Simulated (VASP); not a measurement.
## Ti9O: single point with PBE

Ti9O, a slab with vacuum:

```
Ti O
1.0
     2.83197    0.00000    0.00000
     0.00000    7.93166    0.00000
     0.00000    0.00000   19.92688
Ti O
9 1
Direct
  0.00000 0.50000 0.20073
  0.50000 0.16667 0.20073
  0.50000 0.83333 0.20073
  0.00000 0.00000 0.31221
  0.50000 0.66849 0.31087
  0.50000 0.33151 0.31087
  0.00000 0.50000 0.41776
  0.50000 0.16664 0.42289
  0.50000 0.83336 0.42289
  0.00000 0.49997 0.50098
```

- Program: VASP 6.6.1
- Task: single point
- Functional: PBE
- Potentials or basis: VASP PAW PBE potentials, release 64 (Ti_sv, O)
- Cutoff: 520 eV
- k mesh: 9 × 4 × 1
- Occupations: gaussian, width 0.1 eV
- Spin: no spin polarisation

```
Largest force          : 0.509 eV/Å
Band gap on the k mesh : zero (bands 57 and 58 overlap by 0.32 eV)
```

Forces on the atoms (eV/Å):
```
Ti   0.000  0.000  0.502
Ti   0.000 -0.015 -0.123
Ti   0.000  0.015 -0.123
Ti   0.000  0.000  0.088
Ti   0.000  0.305 -0.407
Ti   0.000 -0.305 -0.407
Ti   0.000  0.000  0.017
Ti   0.000 -0.114  0.092
Ti   0.000  0.115  0.092
O    0.000  0.000  0.271
```

Levels at points of the mesh, in eV from the Fermi level:
```
           k point  band 53  band 54  band 55  band 56  band 57  band 58  band 59  band 60  band 61  band 62
(0.00, 0.00, 0.00)    -0.38    -0.31    -0.25    -0.17    -0.13    -0.04     0.13     0.17     0.29     0.54
(0.00, 0.50, 0.00)    -0.42    -0.35    -0.32    -0.18    -0.15     0.27     0.31     0.35     0.51     0.63
```

Run time: 15 min on 1 thread of Intel(R) Xeon(R) 6975P-C (Granite Rapids) (shared host), peak memory 0.65 GiB.
